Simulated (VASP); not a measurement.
Write the native input for VASP 6.6.1 that does the following.

```yaml
Task: single point
Functional: PBE
Potentials_or_basis: VASP PAW PBE potentials, release 64 (K_sv)
Cutoff: 520 eV
k_mesh: 12 × 12 × 12
Occupations: gaussian, width 0.05 eV
Spin: no spin polarisation
Dipole_correction: no
Further_INCAR_settings: ALGO = Normal; EDIFF = 1e-06; NBANDS = 10
```

The structure of K lies in POSCAR:

```
K
1.0
   -2.6184820281      2.6184820281      2.6184820281
    2.6184820281     -2.6184820281      2.6184820281
    2.6184820281      2.6184820281     -2.6184820281
K
1
Direct
    0.0000000000      0.0000000000      0.0000000000
```

One way to write it, as run:

INCAR

```
SYSTEM = K
PREC     = Accurate       ! precision mode
ENCUT    = 520            ! plane-wave cutoff, eV
EDIFF    = 1E-6           ! SCF threshold, eV
ISMEAR   = 0              ! smearing method
SIGMA    = 0.05           ! smearing width, eV
LREAL    = .False.        ! projectors in reciprocal space
LASPH    = .True.         ! aspherical terms in the spheres
NELM     = 80             ! most SCF steps
ALGO     = Normal         ! electronic algorithm
ISIF     = 2              ! what is computed and relaxed
LWAVE    = .False.        ! write WAVECAR
LCHARG   = .False.        ! write CHGCAR
GGA      = PE             ! functional
NBANDS   = 10             ! bands
```

KPOINTS

```
regular mesh
0
Gamma
  12 12 12
  0 0 0
```

Potentials or basis: VASP PAW PBE potentials, release 64 (K_sv).

The run is started by

```sh
$ cat potpaw_PBE.64/K_sv/POTCAR > POTCAR
$ mpirun -np 1 vasp_std > vasp.out
```

Results of the run:

The pressure is 0.1 GPa.

It took 37 s on 1 thread of Intel(R) Xeon(R) Platinum 8375C CPU @ 2.90GHz (Ice Lake), with other jobs on the host, peak memory 0.21 GiB.
